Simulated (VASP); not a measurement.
Crystal: La3O2.

```
La O
1.0
    -2.70820    2.70820    3.64476
     2.70820   -2.70820    3.64476
     2.70820    2.70820   -3.64476
La O
3 2
Direct
  0.50000 0.00000 0.50000
  0.00000 0.50000 0.50000
  0.50000 0.50000 0.00000
  0.75000 0.25000 0.50000
  0.25000 0.75000 0.50000
```

```yaml
Program: VASP 6.6.1
Task: relaxation of cell and atoms
Functional: PBE
Potentials_or_basis: VASP PAW PBE potentials, release 64 (La, O)
Cutoff: 600 eV
k_mesh: 4 × 4 × 4
Occupations: gaussian, width 0.1 eV
Spin: no spin polarisation
```

At the start: pressure 54.6 GPa; volume 21.39 Å³/atom.

How do energy, volume and symmetry change on relaxing?

Over 13 steps the energy falls by 1867.7 meV/atom and the volume is 39.58 Å³/atom (+85.1 %); space group I4/mmm (No. 139, to 0.05 Å).

The path:
```
step  energy change (eV)  largest force (eV/Å)  pressure (GPa)  volume (Å³)
   1              0.0000                0.0000           54.65       106.93
   2              2.3050                0.0000           -8.94       250.83
   3             -7.3044                0.0000            0.39       155.94
   4             -7.5161                0.0000            3.02       149.38
   5             -7.5493                0.0000            5.40       144.75
   6             -8.7981                0.0000            3.96       166.17
   7             -9.1547                0.0000            0.91       206.73
   8             -9.2911                0.0000            1.64       193.45
   9             -9.1366                0.0000           -3.37       214.37
  10             -9.3351                0.0000           -0.15       200.00
  11             -9.3351                0.0000           -0.12       199.82
  12             -9.3351                0.0000           -0.09       199.70
  13             -9.3385                0.0000           -0.01       197.88
```

Final structure:
```xyz
5
Lattice="-3.3657 3.3657 4.3669 3.3657 -3.3657 4.3669 3.3657 3.3657 -4.3669" Properties=species:S:1:pos:R:3 pbc="T T T"
La    0.0000    3.3657    0.0000
La    0.0000    3.3657    4.3669
La    0.0000    0.0000    4.3669
O     0.0000    3.3657    2.1835
O     3.3657    0.0000    2.1835
```

Caveat: the k points lie up to 0.33 Å⁻¹ apart in the final cell; the volume moved by over 15 % at a fixed basis, so the end points are rough; an odd number of electrons without spin polarisation forces a metal; a magnetic or distorted state may lie lower.
